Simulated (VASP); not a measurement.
# HfOs (Pm-3m) in VASP: further runs

Runs on HfOs. Level: LDA. Tasks: relaxation of cell and atoms.

Everything below comes from runs of VASP 6.6.1. Logs are shortened: lines on timing, memory, paths and dates and some standing lists are left out, and cuts for length are marked.

## 1. The cell of the first run

The structure is cubic, space group Pm-3m (No. 221). Conventional cell: a = 3.203 Å, b = 3.203 Å, c = 3.203 Å, α = 90.00°, β = 90.00°, γ = 90.00°. Hf (site symmetry m-3m) has 8 Os at 2.77 Å and 6 Hf at 3.20 Å within 3.7 Å. Within 3.7 Å of Os (site symmetry m-3m) lie 8 Hf at 2.77 Å and 6 Os at 3.20 Å.

## 2. Relaxation of cell and atoms, LDA

File INCAR:

```
  PREC = Accurate
  ENCUT = 600
  EDIFF = 1E-6
  ISMEAR = -1
  SIGMA = 0.05
  LREAL = False
  LASPH = True
  NELM = 80
  ALGO = Normal
  ISIF = 3
  LWAVE = False
  LCHARG = False
  IBRION = 2
  NSW = 80
  EDIFFG = -0.02
```

File KPOINTS:

```
regular mesh
0
Gamma
  7 7 7
```

File POSCAR:

```
HfOs
1.0
    3.2025154450      0.0000000000      0.0000000000
    0.0000000000      3.2025154450      0.0000000000
    0.0000000000      0.0000000000      3.2025154450
Hf Os
1 1
Direct
    0.0000000000      0.0000000000      0.0000000000
    0.5000000000      0.5000000000      0.5000000000
```

Potentials or basis: VASP PAW LDA potentials, release 64 (Hf_pv, Os).

Run with:

```bash
cat potpaw_LDA.64/Hf_pv/POTCAR potpaw_LDA.64/Os/POTCAR > POTCAR
mpirun -np 1 vasp_std > vasp.out
```

OUTCAR:

```text
PREC = Accurate
   ENCUT = 600
   EDIFF = 1E-6
   ISMEAR = -1
   LREAL = False
   LASPH = True
   NELM = 80
   ISIF = 3
   IBRION = 2
   NSW = 80
   EDIFFG = -0.02

 ion  position               nearest neighbor table
   1  0.000  0.000  0.000-   2 2.77   2 2.77   2 2.77   2 2.77   2 2.77   2 2.77   2 2.77   2 2.77

   2  0.500  0.500  0.500-   1 2.77   1 2.77   1 2.77   1 2.77   1 2.77   1 2.77   1 2.77   1 2.77

  LATTYP: Found a simple cubic cell.
 ALAT       =     3.2025154450

  Lattice vectors:

 A1 = (   3.2025154450,   0.0000000000,   0.0000000000)
 A2 = (   0.0000000000,   3.2025154450,   0.0000000000)
 A3 = (   0.0000000000,   0.0000000000,   3.2025154450)

Analysis of symmetry for initial positions (statically):
=====================================================================
 Subroutine PRICEL returns:
 Original cell was already a primitive cell.

 Routine SETGRP: Setting up the symmetry group for a
 simple cubic supercell.

 Subroutine GETGRP returns: Found 48 space group operations
 (whereof 48 operations were pure point group operations)
 out of a pool of 48 trial point group operations.

The static configuration has the point symmetry O_h .

Analysis of symmetry for dynamics (positions and initial velocities):
=====================================================================
 Subroutine PRICEL returns:
 Original cell was already a primitive cell.

 Routine SETGRP: Setting up the symmetry group for a
 simple cubic supercell.

 Subroutine GETGRP returns: Found 48 space group operations
 (whereof 48 operations were pure point group operations)
 out of a pool of 48 trial point group operations.

The dynamic configuration has the point symmetry O_h .

 Subroutine INISYM returns: Found 48 space group operations
 (whereof 48 operations are pure point group operations),
 and found     1 'primitive' translations

----------------------------------------------------------------------------------------

                                     Primitive cell

  volume of cell :      32.8453

  direct lattice vectors                    reciprocal lattice vectors
     3.202515445  0.000000000  0.000000000     0.312254544  0.000000000  0.000000000
     0.000000000  3.202515445  0.000000000     0.000000000  0.312254544  0.000000000
     0.000000000  0.000000000  3.202515445     0.000000000  0.000000000  0.312254544

  length of vectors
     3.202515445  3.202515445  3.202515445     0.312254544  0.312254544  0.312254544
[... 86 lines left out ...]
   PSTRESS=    0.0 pullay stress
   NELECT =      18.0000    total number of electrons
   NUPDOWN=      -1.0000    fix difference up-down
   EMIN   =  10.00;   EMAX   =-10.00  energy-range for DOS
   EFERMI =   0.00;   METHOD = LEGACY
   ISMEAR =    -1;   SIGMA  =   0.05  broadening in eV -4-tet -1-fermi 0-gaus
   EFERMI_NEDOS =   21; number of points for ismear=-14 and -15
   IALGO  =     38    algorithm
   IMIX   =      4    mixing-type and parameters
     AMIX     =   0.40;   BMIX     =  1.00
     AMIX_MAG =   1.60;   BMIX_MAG =  1.00
  volume/ion in A,a.u.               =      16.42       110.83
  Fermi-wavevector in a.u.,A,eV,Ry     =   1.339701  2.531667 24.419707  1.794798
  Thomas-Fermi vector in A             =   2.468072
   LORBIT       =      0    0 simple, 1 ext, 2 COOP (PROOUT), +10 PAW based schemes
   GGA     = CA    functional components
   LHFCALC =     F    Hartree Fock is set to
   AEXX    =    0.0000 exact exchange contribution
   IVDW    =     0    specifies the selected vdW correction
   LEPSILON=     F    determine dielectric tensor
   LRPA    =     F    only Hartree local field effects (RPA)
 conjugate gradient relaxation of ions
 non-spin polarized calculation
  energy-cutoff  :      600.00
  volume of cell :       32.85
 maximum number of plane-waves:      1108
 NGX is ok and might be reduce to    28
   NGX = 13   NGY = 13   NGZ = 13

 number of electron      18.0000000 magnetization

 Free energy of the ion-electron system (eV)
  ---------------------------------------------------
  ext. energy  EPLUGINS =         0.00000000
  ---------------------------------------------------
  free energy    TOTEN  =       -24.78945457 eV

  energy without entropy =      -24.78687566  energy(sigma->0) =      -24.78816512

 E-fermi :   7.1811     XC(G=0): -13.1077

 val. band max:        7.1809269460   @ k =   0.4286   0.4286   0.0000
 cond. band min:       7.5174127644   @ k =   0.4286   0.1429   0.0000
 fundamental gap:      0.3364858184
 Fermi energy:         7.1811276870

 k-point     1 :       0.0000    0.0000    0.0000
  band No.  band energies     occupation
      1     -22.7844      2.00000
      2     -22.7844      2.00000
      3     -22.7844      2.00000
      4      -1.7508      2.00000
      5       1.8045      2.00000
      6       1.8045      2.00000
      7       5.7318      2.00000
      8       5.7318      2.00000
      9       5.7318      2.00000
     10       9.8839      0.00000
     11       9.8839      0.00000
     12      13.5978      0.00000
     13      13.5978      0.00000
[... 290 lines left out ...]
  band No.  band energies     occupation
      1     -23.1275      2.00000
      2     -23.1275      2.00000
      3     -23.1230      2.00000
      4       3.6539      2.00000
      5       4.0969      2.00000
      6       4.0969      2.00000
      7       5.0167      2.00000
      8       5.1951      2.00000
      9       5.1951      2.00000
     10       8.2690      0.00000
     11       8.2690      0.00000
     12      12.8232      0.00000
     13      13.2750      0.00000

------------------------ aborting loop because EDIFF is reached ----------------------------------------

  FORCE on cell =-STRESS in cart. coord.  units (eV):
  Direction    XX          YY          ZZ          XY          YZ          ZX
  --------------------------------------------------------------------------------------
  -------------------------------------------------------------------------------------
  Total       -0.0317064     -0.0317064     -0.0317064      0.0000000      0.0000000     -0.0000000
  in kB       -1.5466215     -1.5466215     -1.5466215      0.0000000      0.0000000     -0.0000000
  external PRESSURE =      -1.5466215 kB  Pullay stress =       0.0000000 kB

 VOLUME and BASIS-vectors are now :
 -----------------------------------------------------------------------------
  energy-cutoff  :      600.00
  volume of cell :       32.85
      direct lattice vectors                 reciprocal lattice vectors
     3.202515445  0.000000000  0.000000000     0.312254544  0.000000000  0.000000000
     0.000000000  3.202515445  0.000000000     0.000000000  0.312254544  0.000000000
     0.000000000  0.000000000  3.202515445     0.000000000  0.000000000  0.312254544

 POSITION                                       TOTAL-FORCE (eV/Angst)
 -----------------------------------------------------------------------------------
      0.00000      0.00000      0.00000         0.000000      0.000000      0.000000
      1.60126      1.60126      1.60126         0.000000      0.000000      0.000000
 -----------------------------------------------------------------------------------
    total drift:                               -0.000000      0.000000      0.000000

  FREE ENERGIE OF THE ION-ELECTRON SYSTEM (eV)
  ---------------------------------------------------
  free  energy   TOTEN  =       -24.7894545747 eV

  energy  without entropy=      -24.7868756558  energy(sigma->0) =      -24.78816512

 reached required accuracy - stopping structural energy minimisation
```

OSZICAR:

```text
N       E                     dE             d eps       ncg     rms          rms(c)
DAV:   1     0.851002632474E+02    0.85100E+02   -0.10442E+04   520   0.150E+03
DAV:   2    -0.202138183047E+02   -0.10531E+03   -0.98309E+02   600   0.368E+02
DAV:   3    -0.257051863321E+02   -0.54914E+01   -0.53433E+01   711   0.581E+01
DAV:   4    -0.257920291321E+02   -0.86843E-01   -0.86750E-01   598   0.823E+00
DAV:   5    -0.257945802724E+02   -0.25511E-02   -0.25479E-02   733   0.106E+00    0.738E+01
DAV:   6    -0.250634282031E+02    0.73115E+00   -0.11639E+00   627   0.860E+00    0.392E+01
DAV:   7    -0.248909366147E+02    0.17249E+00   -0.13011E+00   655   0.770E+00    0.137E+01
DAV:   8    -0.247940030068E+02    0.96934E-01   -0.48822E-01   753   0.519E+00    0.197E+00
DAV:   9    -0.247895197703E+02    0.44832E-02   -0.28077E-02   568   0.154E+00    0.608E-01
DAV:  10    -0.247894541039E+02    0.65666E-04   -0.72366E-04   665   0.224E-01    0.364E-02
DAV:  11    -0.247894548702E+02   -0.76630E-06   -0.22330E-05   634   0.404E-02    0.199E-02
DAV:  12    -0.247894545747E+02    0.29551E-06   -0.39217E-06   581   0.156E-02
   1 F= -.24789455E+02 E0= -.24788165E+02  d E =-.247895E+02
```

CONTCAR:

```text
HfOs
   1.00000000000000
     3.2025154450000000    0.0000000000000000    0.0000000000000000
     0.0000000000000000    3.2025154450000000    0.0000000000000000
     0.0000000000000000    0.0000000000000000    3.2025154450000000
  Hf              Os
     1     1
Direct
     0.0000000000000000    0.0000000000000000    0.0000000000000000
     0.5000000000000000    0.5000000000000000    0.5000000000000000

  0.00000000E+00  0.00000000E+00  0.00000000E+00
  0.00000000E+00  0.00000000E+00  0.00000000E+00
```

It took 12 s on 1 thread of Intel Xeon 8259CL, shared host; peak memory 0.15 GiB.

Results:

```
Free energy             : -24.7895 eV
Pressure after relaxing : -0.2 GPa
Band gap on the k mesh  : zero (bands 9 and 10 overlap by 0.54 eV)
```

Final structure:
```cif
data_structure
_symmetry_space_group_name_H-M 'P 1'
_symmetry_Int_Tables_number 1
_cell_length_a 3.2025
_cell_length_b 3.2025
_cell_length_c 3.2025
_cell_angle_alpha 90.000
_cell_angle_beta 90.000
_cell_angle_gamma 90.000
_cell_volume 32.85
loop_
_atom_site_label
_atom_site_type_symbol
_atom_site_fract_x
_atom_site_fract_y
_atom_site_fract_z
_atom_site_occupancy
Hf1 Hf 0.00000 0.00000 0.00000 1
Os1 Os 0.50000 0.50000 0.50000 1
```

Levels at points of the mesh, in eV from the Fermi level:
| k point | band 7 | band 8 | band 9 | band 10 | band 11 | band 12 |
| --- | --- | --- | --- | --- | --- | --- |
| (0.00, 0.00, 0.00) | -1.45 | -1.45 | -1.45 | 2.70 | 2.70 | 6.42 |

Caveat: the relaxation stopped at its first step, so nothing moved; spin-orbit coupling is left out, which moves the levels of the heavy elements.

## 3. Relaxation of cell and atoms, LDA

This run uses another cell than the first one, of 17.32 Å³/atom.

File INCAR:

```
PREC = Accurate
ENCUT = 600
EDIFF = 1E-7
ISMEAR = -1
SIGMA = 0.05
LREAL = F
LASPH = T
NELM = 80
ALGO = Normal
ISIF = 3
LWAVE = F
LCHARG = F
GGA = CA
IBRION = 2
NSW = 80
EDIFFG = -0.02
```

File KPOINTS:

```
Automatic mesh
0
Gamma
  7 7 7
```

File POSCAR:

```
HfOs
1.0
    3.2600000000      0.0000000000      0.0000000000
    0.0000000000      3.2600000000      0.0000000000
    0.0000000000      0.0000000000      3.2600000000
Hf Os
1 1
Direct
    0.0000000000      0.0000000000      0.0000000000
    0.5000000000      0.5000000000      0.5000000000
```

Potentials or basis: VASP PAW LDA potentials, release 64 (Hf_pv, Os).

Run with:

```bash
cat potpaw_LDA.64/Hf_pv/POTCAR potpaw_LDA.64/Os/POTCAR > POTCAR
mpirun -np 1 vasp_std > vasp.out
```

OUTCAR:

```text
PREC = Accurate
   ENCUT = 600
   EDIFF = 1E-7
   ISMEAR = -1
   LREAL = F
   LASPH = T
   NELM = 80
   ISIF = 3
   GGA = CA
   IBRION = 2
   NSW = 80
   EDIFFG = -0.02

 ion  position               nearest neighbor table
   1  0.000  0.000  0.000-   2 2.82   2 2.82   2 2.82   2 2.82   2 2.82   2 2.82   2 2.82   2 2.82

   2  0.500  0.500  0.500-   1 2.82   1 2.82   1 2.82   1 2.82   1 2.82   1 2.82   1 2.82   1 2.82

  LATTYP: Found a simple cubic cell.
 ALAT       =     3.2600000000

  Lattice vectors:

 A1 = (   3.2600000000,   0.0000000000,   0.0000000000)
 A2 = (   0.0000000000,   3.2600000000,   0.0000000000)
 A3 = (   0.0000000000,   0.0000000000,   3.2600000000)

[... 178 lines left out ...]
  Total       -2.7094403     -2.7094403     -2.7094403     -0.0000000     -0.0000000     -0.0000000
  in kB     -125.2960464   -125.2960464   -125.2960464     -0.0000000     -0.0000000     -0.0000000
  external PRESSURE =    -125.2960464 kB  Pullay stress =       0.0000000 kB
[... 95 lines left out ...]
--------------------------------------- Ionic step        4  -------------------------------------------

 number of electron      18.0000000 magnetization

 Free energy of the ion-electron system (eV)
  ---------------------------------------------------
  ext. energy  EPLUGINS =         0.00000000
  ---------------------------------------------------
  free energy    TOTEN  =       -24.78985286 eV

  energy without entropy =      -24.78727394  energy(sigma->0) =      -24.78856340

 E-fermi :   7.1821     XC(G=0): -13.1081

 val. band max:        7.1818696397   @ k =   0.4286   0.4286   0.0000
 cond. band min:       7.5182807957   @ k =   0.4286   0.1429   0.0000
 fundamental gap:      0.3364111560
 Fermi energy:         7.1820689595

 k-point     1 :       0.0000    0.0000    0.0000
  band No.  band energies     occupation
      1     -22.7828      2.00000
      2     -22.7828      2.00000
      3     -22.7828      2.00000
      4      -1.7504      2.00000
      5       1.8046      2.00000
      6       1.8046      2.00000
      7       5.7326      2.00000
      8       5.7326      2.00000
      9       5.7326      2.00000
     10       9.8850      0.00000
     11       9.8851      0.00000
     12      13.5994      0.00000
     13      13.5994      0.00000
[... 331 lines left out ...]
  FREE ENERGIE OF THE ION-ELECTRON SYSTEM (eV)
  ---------------------------------------------------
  free  energy   TOTEN  =       -24.7898528582 eV

  energy  without entropy=      -24.7872739372  energy(sigma->0) =      -24.78856340

 reached required accuracy - stopping structural energy minimisation
```

OSZICAR:

```text
N       E                     dE             d eps       ncg     rms          rms(c)
DAV:   1     0.768475226547E+02    0.76848E+02   -0.10189E+04   520   0.147E+03
DAV:   2    -0.206018369803E+02   -0.97449E+02   -0.91228E+02   590   0.358E+02
DAV:   3    -0.256824757848E+02   -0.50806E+01   -0.49048E+01   670   0.557E+01
[... 42 lines left out ...]
DAV:   7    -0.247898559460E+02   -0.13145E-05   -0.32852E-06   525   0.124E-02    0.448E-02
DAV:   8    -0.247898535733E+02    0.23727E-05   -0.27037E-06   761   0.121E-02    0.231E-02
DAV:   9    -0.247898529608E+02    0.61249E-06   -0.96702E-07   735   0.703E-03    0.109E-02
DAV:  10    -0.247898528376E+02    0.12322E-06   -0.15312E-07   275   0.325E-03    0.374E-03
DAV:  11    -0.247898528582E+02   -0.20640E-07   -0.29613E-08   265   0.243E-03
   4 F= -.24789853E+02 E0= -.24788563E+02  d E =-.746188E-01
```

CONTCAR:

```text
HfOs
   1.00000000000000
     3.2024351034356817    0.0000000000000000   -0.0000000000000000
    -0.0000000000000000    3.2024351034356817   -0.0000000000000000
     0.0000000000000000   -0.0000000000000000    3.2024351034356817
  Hf              Os
     1     1
Direct
     0.0000000000000000    0.0000000000000000    0.0000000000000000
     0.5000000000000000    0.5000000000000000    0.5000000000000000

  0.00000000E+00  0.00000000E+00  0.00000000E+00
  0.00000000E+00  0.00000000E+00  0.00000000E+00
```

Wall time 49 s (1 thread of Intel Xeon 8259CL, shared host); peak memory 0.16 GiB.

What came out:

* Free energy: -24.7899 eV
* Relaxed volume: 16.42 Å³/atom
* Relaxed cell: a = 3.202 Å, b = 3.202 Å, c = 3.202 Å, α = 90.00°, β = 90.00°, γ = 90.00°
* Space group after relaxing (to 0.1 Å): Pm-3m (No. 221)
* Energy gained by relaxing: 37.3 meV/atom
* Ionic steps: 4
* Pressure after relaxing: -0.1 GPa
* Band gap on the k mesh: zero (bands 9 and 10 overlap by 0.54 eV)

Step by step:
| step | energy change (eV) | largest force (eV/Å) | pressure (GPa) | volume (Å³) |
| --- | --- | --- | --- | --- |
| 1 | 0.0000 | 0.0000 | -12.53 | 34.65 |
| 2 | 0.5822 | 0.0000 | 52.69 | 28.29 |
| 3 | -0.0744 | 0.0000 | -0.83 | 32.93 |
| 4 | -0.0746 | 0.0000 | -0.14 | 32.84 |

Final structure:
```yaml
crystal:
  lattice:
    - [3.20244, 0.00000, 0.00000]
    - [0.00000, 3.20244, 0.00000]
    - [0.00000, 0.00000, 3.20244]
  atoms:
    - { symbol: Hf, position: [0.00000, 0.00000, 0.00000] }
    - { symbol: Os, position: [0.50000, 0.50000, 0.50000] }
```

Caveat: spin-orbit coupling is left out, which moves the levels of the heavy elements.
